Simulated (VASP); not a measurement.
A run of VASP 6.6.1 is set up as follows.

INCAR

```
ALGO = Fast ; EDIFF = 1E-6
ENCUT = 520 ; GGA = PS
ISIF = 2 ; ISMEAR = 0
LASPH = True ; LCHARG = False
LREAL = False ; LWAVE = False
NBANDS = 13 ; NELM = 100
PREC = Accurate ; SIGMA = 0.15
```

The input KPOINTS:

```
k-points
0
Gamma
  22 22 22
```

POSCAR

```
AlCo
1.0
    2.8225855357      0.0000000000      0.0000000000
    0.0000000000      2.8225855357      0.0000000000
    0.0000000000      0.0000000000      2.8225855357
Al Co
1 1
Direct
    0.0062629349     -0.0062629349      0.0000000000
    0.5000000000      0.5000000000      0.5000000000
```

Potentials or basis: VASP PAW PBE potentials, release 64 (Al, Co).

Launch:

```sh
$ cat potpaw_PBE.64/Al/POTCAR potpaw_PBE.64/Co/POTCAR > POTCAR
$ mpirun -np 1 vasp_std > vasp.out
```

Task: Estimate the largest force.

Result: 0.198 eV/Å.

Task: Estimate the pressure.

Result: -0.3 GPa.

Task: Predict the band gap on the k mesh.

Result: Zero (band 6 reaches 13.20 eV, above the bottom of band 7 at 10.57 eV).

Stress tensor (GPa, compression positive):
```
-0.32 -0.06  0.00
-0.06 -0.32  0.00
 0.00  0.00 -0.30
```

Caveat: the cell differs from its parent crystal (all Al atoms moved +0.025 Å, as atom 1 along Cartesian [1 -1 0]); the PAW data sets were made with another functional, which shifts forces and pressure a little. Spin polarisation is off, so any magnetic state and its effect on volume and gap are missing.
